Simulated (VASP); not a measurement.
# BAs in VASP: a series of runs

The runs below take BAs through single point, with PBEsol.

All numbers are computed with VASP 6.6.1; they aren't measurements. Logs are shortened: lines on timing, memory, paths and dates and some standing lists are left out, and cuts for length are marked.

### Step 1. The cell of the first run

The cell holds a wire or tube with vacuum around it, 12 atoms: a = 17.400 Å, b = 9.300 Å, c = 5.622 Å, α = 90.00°, β = 90.00°, γ = 90.00°.

### Step 2. Single point, PBEsol

The input, INCAR:

```
ALGO = Normal ; EDIFF = 1E-7
ENCUT = 520 ; GGA = PS
ISIF = 2 ; ISMEAR = 0
LASPH = True ; LCHARG = True
LELF = True ; LREAL = False
LVHAR = True ; LWAVE = False
NBANDS = 36 ; NELM = 80
PREC = Accurate ; SIGMA = 0.05
```

The input, KPOINTS:

```
k-points
0
Gamma
  1 1 6
```

The input, POSCAR:

```
BAs
1.0
   17.4000000000      0.0000000000      0.0000000000
    0.0000000000      9.3000000000      0.0000000000
    0.0000000000      0.0000000000      5.6223452358
B As
6 6
Direct
    0.7118355162      0.5000000000      0.4113972180
    0.5438431897      0.5000000000      0.3095761539
    0.6569014549      0.5000000000      0.7947411750
    0.3430985451      0.5000000000      0.2947411750
    0.4561568103      0.5000000000      0.8095761539
    0.2881644838      0.5000000000      0.9113972180
    0.6419092653      0.5000000000      0.1450581254
    0.7679162668      0.5000000000      0.6897836572
    0.4456905959      0.5000000000      0.1494436706
    0.5543094041      0.5000000000      0.6494436706
    0.2320837332      0.5000000000      0.1897836572
    0.3580907347      0.5000000000      0.6450581254
```

Potentials or basis: VASP PAW PBE potentials, release 64 (B, As).

The run is started by

```console
$ cat potpaw_PBE.64/B/POTCAR potpaw_PBE.64/As/POTCAR > POTCAR
$ mpirun -np 1 vasp_std > vasp.out
```

OUTCAR:

```text
EDIFF = 1E-7
   ENCUT = 520
   GGA = PS
   ISIF = 2
   ISMEAR = 0
   LASPH = True
   LREAL = False
   NELM = 80
   PREC = Accurate

 ion  position               nearest neighbor table
   1  0.712  0.500  0.411-   8 1.84   7 1.93
   2  0.544  0.500  0.310-  10 1.92   9 1.93   7 1.94
   3  0.657  0.500  0.795-  10 1.96   7 1.99   8 2.02
   4  0.343  0.500  0.295-   9 1.96  12 1.99  11 2.02
   5  0.456  0.500  0.810-   9 1.92  10 1.93  12 1.94
   6  0.288  0.500  0.911-  11 1.84  12 1.93
   7  0.642  0.500  0.145-   1 1.93   2 1.94   3 1.99
   8  0.768  0.500  0.690-   1 1.84   3 2.02
   9  0.446  0.500  0.149-   5 1.92   2 1.93   4 1.96
  10  0.554  0.500  0.649-   2 1.92   5 1.93   3 1.96
  11  0.232  0.500  0.190-   6 1.84   4 2.02
  12  0.358  0.500  0.645-   6 1.93   5 1.94   4 1.99

  LATTYP: Found a simple orthorhombic cell.
 ALAT       =     5.6223452358
 B/A-ratio  =     1.6541140058
 C/A-ratio  =     3.0947939463

  Lattice vectors:

 A1 = (   0.0000000000,   0.0000000000,  -5.6223452358)
 A2 = (   0.0000000000,   9.3000000000,   0.0000000000)
 A3 = (  17.4000000000,   0.0000000000,   0.0000000000)

Analysis of symmetry for initial positions (statically):
=====================================================================
 Subroutine PRICEL returns:
 Original cell was already a primitive cell.

 Routine SETGRP: Setting up the symmetry group for a
 simple orthorhombic supercell.

 Subroutine GETGRP returns: Found  4 space group operations
 (whereof  2 operations were pure point group operations)
 out of a pool of  8 trial point group operations.

The static configuration has the point symmetry C_1h.
 The point group associated with its full space group is C_2v.

Analysis of symmetry for dynamics (positions and initial velocities):
=====================================================================
 Subroutine PRICEL returns:
 Original cell was already a primitive cell.

 Routine SETGRP: Setting up the symmetry group for a
 simple orthorhombic supercell.

 Subroutine GETGRP returns: Found  4 space group operations
 (whereof  2 operations were pure point group operations)
 out of a pool of  8 trial point group operations.

The dynamic configuration has the point symmetry C_1h.
 The point group associated with its full space group is C_2v.

 Subroutine INISYM returns: Found  4 space group operations
 (whereof  2 operations are pure point group operations),
 and found     1 'primitive' translations

----------------------------------------------------------------------------------------

                                     Primitive cell

  volume of cell :     909.8079

  direct lattice vectors                    reciprocal lattice vectors
    17.400000000  0.000000000  0.000000000     0.057471264  0.000000000  0.000000000
     0.000000000  9.300000000  0.000000000     0.000000000  0.107526882  0.000000000
     0.000000000  0.000000000  5.622345236     0.000000000  0.000000000  0.177861721

  length of vectors
    17.400000000  9.300000000  5.622345236     0.057471264  0.107526882  0.177861721

  position of ions in fractional coordinates (direct lattice)
     0.711835516  0.500000000  0.411397218
     0.543843190  0.500000000  0.309576154
     0.656901455  0.500000000  0.794741175
     0.343098545  0.500000000  0.294741175
     0.456156810  0.500000000  0.809576154
     0.288164484  0.500000000  0.911397218
     0.641909265  0.500000000  0.145058125
     0.767916267  0.500000000  0.689783657
     0.445690596  0.500000000  0.149443671
     0.554309404  0.500000000  0.649443671
     0.232083733  0.500000000  0.189783657
     0.358090735  0.500000000  0.645058125

  ion indices of the primitive-cell ions
   primitive index   ion index
                 1           1
                 2           2
                 3           3
                 4           4
                 5           5
                 6           6
                 7           7
                 8           8
                 9           9
                10          10
                11          11
                12          12

----------------------------------------------------------------------------------------

 KPOINTS: k-points

Automatic generation of k-mesh.
 Grid dimensions read from file:
 generate k-points for:    1    1    6

 Generating k-lattice:

  Cartesian coordinates                     Fractional coordinates (reciprocal lattice)
     0.057471264  0.000000000  0.000000000     1.000000000  0.000000000  0.000000000
     0.000000000  0.107526882  0.000000000     0.000000000  1.000000000  0.000000000
     0.000000000  0.000000000  0.029643620     0.000000000  0.000000000  0.166666667

  Length of vectors
     0.057471264  0.107526882  0.029643620

  Shift w.r.t. Gamma in fractional coordinates (k-lattice)
     0.000000000  0.000000000  0.000000000

 Subroutine IBZKPT returns following result:
 ===========================================

 Found      4 irreducible k-points:

 Following reciprocal coordinates:
            Coordinates               Weight
  0.000000  0.000000  0.000000      1.000000
  0.000000  0.000000  0.166667      2.000000
  0.000000  0.000000  0.333333      2.000000
  0.000000  0.000000  0.500000      1.000000
   k-points           NKPTS =      4   k-points in BZ     NKDIM =      4   number of bands    NBANDS=     36
   number of dos      NEDOS =    301   number of ions     NIONS =     12
   total plane-waves  NPLWV = 411600
   dimension x,y,z NGX =   140 NGY =   70 NGZ =   42
   dimension x,y,z NGXF=   280 NGYF=  140 NGZF=   84
   ions per type =               6   6
   NGX,Y,Z   is equivalent  to a cutoff of  13.38, 12.51, 12.42 a.u.
   NGXF,Y,Z  is equivalent  to a cutoff of  26.75, 25.03, 24.84 a.u.
 SYSTEM =  unknown system
   PREC   = accura    normal or accurate (medium, high low for compatibility)
   ISTART =      0    job   : 0-new  1-cont  2-samecut
   ICHARG =      2    charge: 1-file 2-atom 10-const
   ISPIN  =      1    spin polarized calculation?
   LNONCOLLINEAR =      F non collinear calculations
   LSORBIT =      F    spin-orbit coupling
   LASPH  =      T    aspherical Exc in radial PAW
   ENCUT  =  520.0 eV  38.22 Ry    6.18 a.u.  32.35 17.29 10.45*2*pi/ulx,y,z
   NELM   =     80;   NELMIN=  2; NELMDL= -5     # of ELM steps
   EDIFF  = 0.1E-06   stopping-criterion for ELM
   LREAL  =      F    real-space projection
   EDIFFG = 0.1E-05   stopping-criterion for IOM
   NSW    =      0    number of steps for IOM
   IBRION =     -1    ionic relax: 0-MD 1-quasi-New 2-CG
   NFREE  =      0    steps in history (QN), initial steepest desc. (CG)
   ISIF   =      2    stress and relaxation
   ISYM   =      2    0-nonsym 1-usesym 2-fastsym
   POTIM  = 0.5000    time-step for ionic-motion
   TEBEG  =    0.0;   TEEND  =   0.0 temperature during run
   PSTRESS=    0.0 pullay stress
   NELECT =      48.0000    total number of electrons
   NUPDOWN=      -1.0000    fix difference up-down
   EMIN   =  10.00;   EMAX   =-10.00  energy-range for DOS
   EFERMI =   0.00;   METHOD = LEGACY
   ISMEAR =     0;   SIGMA  =   0.05  broadening in eV -4-tet -1-fermi 0-gaus
   EFERMI_NEDOS =   21; number of points for ismear=-14 and -15
   IALGO  =     38    algorithm
   IMIX   =      4    mixing-type and parameters
     AMIX     =   0.40;   BMIX     =  1.00
     AMIX_MAG =   1.60;   BMIX_MAG =  1.00
  volume/ion in A,a.u.               =      75.82       511.64
  Fermi-wavevector in a.u.,A,eV,Ry     =   0.614005  1.160301  5.129428  0.377002
  Thomas-Fermi vector in A             =   1.670859
   LORBIT       =      0    0 simple, 1 ext, 2 COOP (PROOUT), +10 PAW based schemes
   GGA     = PS    functional components
   LHFCALC =     F    Hartree Fock is set to
   AEXX    =    0.0000 exact exchange contribution
   IVDW    =     0    specifies the selected vdW correction
   LEPSILON=     F    determine dielectric tensor
   LRPA    =     F    only Hartree local field effects (RPA)
 non-spin polarized calculation
 Gauss-broadening in eV      SIGMA  =   0.05
  energy-cutoff  :      520.00
  volume of cell :      909.81
 maximum number of plane-waves:     24515
 NGX is ok and might be reduce to   140
   NGX = 65   NGY = 35   NGZ = 21

 number of electron      48.0000000 magnetization

 Free energy of the ion-electron system (eV)
  ---------------------------------------------------
  ext. energy  EPLUGINS =         0.00000000
  ---------------------------------------------------
  free energy    TOTEN  =       -63.11146323 eV

  energy without entropy =      -63.11146323  energy(sigma->0) =      -63.11146323

 E-fermi :  -2.6674     XC(G=0):  -3.1721

 val. band max:       -2.9497162011   @ k =   0.0000   0.0000   0.0000
 cond. band min:      -2.0910815760   @ k =   0.0000   0.0000   0.5000
 fundamental gap:      0.8586346251
 Fermi energy:        -2.6673647336

 k-point     1 :       0.0000    0.0000    0.0000
  band No.  band energies     occupation
      1     -16.8091      2.00000
      2     -16.1136      2.00000
      3     -14.8796      2.00000
      4     -14.2940      2.00000
      5     -14.0770      2.00000
      6     -13.9575      2.00000
[... 28 lines left out ...]
     35       1.3562      0.00000
     36       1.5449      0.00000

 k-point     2 :       0.0000    0.0000    0.1667
  band No.  band energies     occupation
      1     -16.7039      2.00000
      2     -16.0179      2.00000
      3     -14.8303      2.00000
      4     -14.5162      2.00000
      5     -14.2624      2.00000
      6     -14.1946      2.00000
[... 28 lines left out ...]
     35       1.0678      0.00000
     36       1.1589      0.00000

 k-point     3 :       0.0000    0.0000    0.3333
  band No.  band energies     occupation
      1     -16.3915      2.00000
      2     -15.7387      2.00000
      3     -15.2134      2.00000
      4     -14.7761      2.00000
      5     -14.6395      2.00000
      6     -14.3596      2.00000
[... 28 lines left out ...]
     35       1.0682      0.00000
     36       1.3066      0.00000

 k-point     4 :       0.0000    0.0000    0.5000
  band No.  band energies     occupation
      1     -15.8865      2.00000
      2     -15.8865      2.00000
      3     -15.2873      2.00000
      4     -15.2873      2.00000
      5     -14.5057      2.00000
      6     -14.5057      2.00000
[... 28 lines left out ...]
     35       1.6099      0.00000
     36       1.6099      0.00000

------------------------ aborting loop because EDIFF is reached ----------------------------------------

  FORCE on cell =-STRESS in cart. coord.  units (eV):
  Direction    XX          YY          ZZ          XY          YZ          ZX
  --------------------------------------------------------------------------------------
  -------------------------------------------------------------------------------------
  Total        1.5018335      0.0394079      1.5317929      0.0000000      0.0000000      0.0000000
  in kB        2.6447380      0.0693976      2.6974968      0.0000000      0.0000000      0.0000000
  external PRESSURE =       1.8038775 kB  Pullay stress =       0.0000000 kB

 VOLUME and BASIS-vectors are now :
 -----------------------------------------------------------------------------
  energy-cutoff  :      520.00
  volume of cell :      909.81
      direct lattice vectors                 reciprocal lattice vectors
    17.400000000  0.000000000  0.000000000     0.057471264  0.000000000  0.000000000
     0.000000000  9.300000000  0.000000000     0.000000000  0.107526882  0.000000000
     0.000000000  0.000000000  5.622345236     0.000000000  0.000000000  0.177861721

 POSITION                                       TOTAL-FORCE (eV/Angst)
 -----------------------------------------------------------------------------------
     12.38594      4.65000      2.31302        -0.022869      0.000000     -0.052691
      9.46287      4.65000      1.74054        -0.009628      0.000000     -0.014470
     11.43009      4.65000      4.46831         0.004773      0.000000     -0.017557
      5.96991      4.65000      1.65714        -0.004773      0.000000     -0.017557
      7.93713      4.65000      4.55172         0.009628      0.000000     -0.014470
      5.01406      4.65000      5.12419         0.022869      0.000000     -0.052691
     11.16922      4.65000      0.81557         0.013671      0.000000     -0.048819
     13.36174      4.65000      3.87820         0.171973      0.000000      0.112272
      7.75502      4.65000      0.84022        -0.011573      0.000000      0.021264
      9.64498      4.65000      3.65140         0.011573      0.000000      0.021264
      4.03826      4.65000      1.06703        -0.171973      0.000000      0.112272
      6.23078      4.65000      3.62674        -0.013671      0.000000     -0.048819
 -----------------------------------------------------------------------------------
    total drift:                               -0.000000      0.000000     -0.000263

  FREE ENERGIE OF THE ION-ELECTRON SYSTEM (eV)
  ---------------------------------------------------
  free  energy   TOTEN  =       -63.1114632295 eV

  energy  without entropy=      -63.1114632295  energy(sigma->0) =      -63.11146323
```

Wall time 2.9 min (1 thread of Intel Xeon 6975P-C (Granite Rapids), shared host); peak memory 0.8 GiB.

What came out:

- Free energy: -63.1115 eV
- Largest force: 0.205 eV/Å
- Band gap on the k mesh: 0.86 eV (least direct gap 1.06 eV)

Forces on the atoms (eV/Å):
```
B   -0.023  0.000 -0.053
B   -0.010  0.000 -0.014
B    0.005  0.000 -0.018
B   -0.005  0.000 -0.018
B    0.010  0.000 -0.014
B    0.023  0.000 -0.053
As   0.014  0.000 -0.049
As   0.172  0.000  0.112
As  -0.012  0.000  0.021
As   0.012  0.000  0.021
As  -0.172  0.000  0.112
As  -0.014  0.000 -0.049
```

Caveat: the PAW data sets were made with another functional, which shifts forces and pressure a little.

### Step 3. Single point, PBEsol

This run uses another cell than the first one.

The input, INCAR:

```
ALGO = Normal
EDIFF = 1E-7
ENCUT = 520
GGA = PS
ISIF = 2
ISMEAR = 0
LASPH = True
LCHARG = True
LELF = True
LREAL = False
LVHAR = True
LWAVE = False
NBANDS = 36
NELM = 60
PREC = Accurate
SIGMA = 0.05
```

KPOINTS is that of step 2.

The input, POSCAR:

```
BAs
1.0
   17.4000000000      0.0000000000      0.0000000000
    0.0000000000      9.3000000000      0.0000000000
    0.0000000000      0.0000000000      5.8229193732
B As
6 6
Direct
    0.7415132232      0.5000000000      0.3333333333
    0.5483026446      0.5000000000      0.3333333333
    0.6449079339      0.5000000000      0.8333333333
    0.3550920661      0.5000000000      0.3333333333
    0.4516973554      0.5000000000      0.8333333333
    0.2584867768      0.5000000000      0.8333333333
    0.6449079339      0.5000000000      0.1666666667
    0.7415132232      0.5000000000      0.6666666667
    0.4516973554      0.5000000000      0.1666666667
    0.5483026446      0.5000000000      0.6666666667
    0.2584867768      0.5000000000      0.1666666667
    0.3550920661      0.5000000000      0.6666666667
```

Potentials or basis: VASP PAW PBE potentials, release 64 (B, As).

The run is started by

```console
$ cat potpaw_PBE.64/B/POTCAR potpaw_PBE.64/As/POTCAR > POTCAR
$ mpirun -np 1 vasp_std > vasp.out
```

It took 3.2 min on 1 thread of Intel Xeon 6975P-C (Granite Rapids), shared host; peak memory 0.88 GiB.

Results (log left out):

```
Free energy            : -60.5157 eV
Largest force          : 2.819 eV/Å
Band gap on the k mesh : zero (bands 24 and 25 overlap by 0.17 eV)
```

Forces in eV/Å, atoms in the order of the input:
```
B   -1.841  0.000  2.135
B    0.023  0.000  0.421
B   -0.605  0.000 -0.510
B    0.605  0.000 -0.510
B   -0.023  0.000  0.421
B    1.841  0.000  2.135
As   1.020  0.000 -0.705
As   1.731  0.000 -1.002
As   0.007  0.000 -0.339
As  -0.007  0.000 -0.339
As  -1.731  0.000 -1.002
As  -1.020  0.000 -0.705
```

Levels at points of the mesh, in eV from the Fermi level:
```csv
k point,band 21,band 22,band 23,band 24,band 25,band 26,band 27,band 28
"(0.00, 0.00, 0.00)",-0.53,-0.51,-0.09,0.19,0.27,0.73,1.23,1.63
"(0.00, 0.00, 0.50)",-0.79,-0.79,-0.77,-0.77,0.01,0.01,2.24,2.24
```

Caveat: the PAW data sets were made with another functional, which shifts forces and pressure a little.
